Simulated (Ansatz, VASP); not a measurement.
**CdS: VASP beside Ansatz**

The input INCAR:

```
  PREC = Accurate
  ENCUT = 520
  EDIFF = 1E-6
  ISMEAR = 0
  SIGMA = 0.05
  LREAL = F
  LASPH = T
  NELM = 60
  ALGO = Normal
  ISIF = 2
  LWAVE = F
  LCHARG = F
  GGA = PE
  NBANDS = 16
```

The input KPOINTS:

```
Automatic mesh
0
Gamma
  8 8 8
```

File POSCAR:

```
CdS
1.0
    0.0000000000      2.9100000000      2.9100000000
    2.9100000000      0.0000000000      2.9100000000
    2.9100000000      2.9100000000      0.0000000000
Cd S
1 1
Direct
   -0.0343642612      0.0343642612     -0.0343642612
    0.7500000000      0.7500000000      0.7500000000
```

Input for Ansatz:

```yaml
crystal:
  lattice:
    - [0.0, 2.91, 2.91]
    - [2.91, 0.0, 2.91]
    - [2.91, 2.91, 0.0]
  atoms:
    - { symbol: Cd, position: [-0.0343642612, 0.0343642612, -0.0343642612] }
    - { symbol: S, position: [0.75, 0.75, 0.75] }
basis:
  ecutwfc: 420
kpoints:
  mp_grid: { grid: [8, 8, 8] }
hamiltonian:
  xc: pbe
scf:
  occupations: { method: gaussian, width: 0.05 }
output:
  forces: true
  stress: true
  eigenvalues: true
```

Change from the starting cell: all Cd atoms moved -0.200 Å, as atom 1 along Cartesian [0 1 0].

Alike in both runs: task single point; functional PBE; k mesh 8 × 8 × 8; occupations gaussian, width 0.05 eV; no spin polarisation.

|  | VASP | Ansatz |
| --- | --- | --- |
| version | VASP 6.6.1 | Ansatz 0.2.0 |
| potentials or method | VASP PAW PBE potentials, release 64 (Cd, S), cutoff 520 eV | scalar-relativistic, plane waves, PAW |
| valence electrons in the cell | 18 | 26 |

|  | VASP | Ansatz | Ansatz less VASP |
| --- | --- | --- | --- |
| gap on the k mesh at the Fermi level (eV) | 1.18 | 1.17 | -0.008 |
| least direct gap on the mesh (eV) | 1.18 | 1.17 | -0.008 |
| pressure (GPa) | 4.7 | 4.3 | -0.40 |
| traceless stress, the component that is largest in VASP (GPa) | 4.94 | 4.76 | -0.181 |
| rms of the force components (eV/Å) | 0.603 | 0.587 | -0.0168 |

Atom by atom the forces differ by 0.017 eV/Å (rms over components). VASP's potentials hold 18 valence electrons a cell and Ansatz's 26, so a difference there can come from the potentials and not from the codes.
